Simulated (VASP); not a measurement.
Set up this calculation in VASP 6.6.1, as the native input.

```yaml
Task: single point
Functional: LDA
Potentials_or_basis: VASP PAW LDA potentials, release 64 (Pd)
Cutoff: 500 eV
k_mesh: 7 × 7 × 7
Occupations: fermi-dirac, width 0.1 eV
Spin: no spin polarisation
Dipole_correction: no
Further_INCAR_settings: ALGO = Normal; EDIFF = 1e-06; NBANDS = 11
```

The structure of Pd lies in POSCAR:

```
Pd
1.0
    2.5407769393      0.0000000000      0.0000000000
    0.0000000000      2.5407769393      0.0000000000
    0.0000000000      0.0000000000      2.5407769393
Pd
1
Direct
    0.0000000000      0.0000000000      0.0000000000
```

The input as run:

INCAR

```
SYSTEM = Pd
PREC = Accurate
ENCUT = 500
EDIFF = 1E-6
ISMEAR = -1
SIGMA = 0.1
LREAL = .FALSE.
LASPH = .TRUE.
NELM = 120
ALGO = Normal
ISIF = 2
LWAVE = .FALSE.
LCHARG = .TRUE.
GGA = CA
LELF = .TRUE.
LVHAR = .TRUE.
NBANDS = 11
GGA_COMPAT = .FALSE.
```

KPOINTS

```
regular mesh
0
G
  7 7 7
  0 0 0
```

Potentials or basis: VASP PAW LDA potentials, release 64 (Pd).

Launch:

```sh
$ cat potpaw_LDA.64/Pd/POTCAR > POTCAR
$ mpirun -np 1 vasp_std > vasp.out
```

Results of the run:

* Pressure: -1.6 GPa
* Band gap on the k mesh: zero (band 5 reaches 9.01 eV, above the bottom of band 6 at 7.52 eV)

Run time: 5.4 s on 1 thread of Intel(R) Xeon(R) Platinum 8259CL CPU @ 2.50GHz (Skylake/Cascade Lake), on a shared host, peak memory 0.11 GiB.
